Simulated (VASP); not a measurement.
A run of VASP 6.6.1 is set up as follows.

Contents of INCAR:

```
SYSTEM = Al3O
  ALGO = Normal
  DIPOL = 0.5 0.5 0.344
  EDIFF = 1E-7
  ENCUT = 520
  GGA = PE
  IDIPOL = 3
  ISIF = 2
  ISMEAR = 0
  LASPH = .True.
  LCHARG = .False.
  LDIPOL = .True.
  LREAL = .False.
  LWAVE = .False.
  NBANDS = 16
  NELM = 100
  PREC = Accurate
  SIGMA = 0.1
```

The input KPOINTS:

```
k-points
0
Gamma
  9 9 1
  0 0 0
```

POSCAR

```
Al3O
1.0
    2.8567582918      0.0000000000      0.0000000000
    0.0000000000      2.8567582918      0.0000000000
    0.0000000000      0.0000000000     19.6746954317
Al O
3 1
Direct
    0.5000000000      0.5000000000      0.2033068321
    0.0000000000      0.0000000000      0.3092728609
    0.5000000000      0.5000000000      0.4154928578
    0.8333333333      1.0000000000      0.4490086927
```

Potentials or basis: VASP PAW PBE potentials, release 64 (Al, O).

Launch:

```bash
$ cat potpaw_PBE.64/Al/POTCAR potpaw_PBE.64/O/POTCAR > POTCAR
$ mpirun -np 1 vasp_std > vasp.out
```

(1) Estimate the largest force.

Answers

(1) 0.521 eV/Å.

Caveat: an odd number of electrons without spin polarisation forces a metal; a magnetic or distorted state may lie lower.
